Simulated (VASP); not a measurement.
**WSe2: single point with PBEsol**

WSe2:

```
CELL_PARAMETERS angstrom
3.31993 0.00000 0.00000
-1.65997 2.87515 0.00000
0.00000 0.00000 13.73719
ATOMIC_POSITIONS crystal
W 0.66667 0.33333 0.75728
W 0.33333 0.66667 0.25000
Se 0.33333 0.66667 0.87100
Se 0.66667 0.33333 0.37100
Se 0.33333 0.66667 0.62900
Se 0.66667 0.33333 0.12900
```

```json
{
  "Program": "VASP 6.6.1",
  "Task": "single point",
  "Functional": "PBEsol",
  "Potentials or basis": "VASP PAW PBE potentials, release 64 (W_sv, Se)",
  "Cutoff": "520 eV",
  "k mesh": "9 × 9 × 2",
  "Occupations": "gaussian, width 0.05 eV",
  "Spin": "no spin polarisation",
  "Dipole correction": "no",
  "Further INCAR settings": "ALGO = Normal; EDIFF = 1e-06; NBANDS = 35"
}
```

The pressure is -2.1 GPa and the largest force is 2.823 eV/Å. The band gap on the k mesh is 1.14 eV, indirect (least direct gap 1.42 eV).

Forces in eV/Å, atoms in the order of the input:
```
W    0.000  0.000 -2.823
W    0.000  0.000  0.013
Se   0.000  0.000  1.532
Se   0.000  0.000 -0.038
Se   0.000  0.000  1.283
Se   0.000  0.000  0.033
```

Stress tensor (GPa, compression positive):
```
-2.78  0.00  0.00
 0.00 -2.78  0.00
 0.00  0.00 -0.62
```

Levels at points of the mesh, in eV from the valence-band top:
| k point | band 23 | band 24 | band 25 | band 26 | band 27 | band 28 | band 29 | band 30 |
| --- | --- | --- | --- | --- | --- | --- | --- | --- |
| (0.00, 0.00, 0.00) | -1.48 | -1.48 | -0.81 | 0.00 | 2.43 | 2.43 | 2.65 | 2.65 |
| (0.00, 0.00, 0.50) | -1.48 | -1.48 | -0.41 | -0.10 | 2.43 | 2.43 | 2.65 | 2.65 |

Run time: 3.8 min on 1 thread of AMD EPYC 7R43 64-Core Processor (Zen 3), on a shared host, peak memory 0.27 GiB.

Caveat: the PAW data sets were made with another functional, which shifts forces and pressure a little; spin-orbit coupling is left out, which moves the levels of the heavy elements; this functional lacks dispersion, which binds the layers, so the pressure and a relaxed spacing across them are unreliable. A k mesh can miss the band edges.
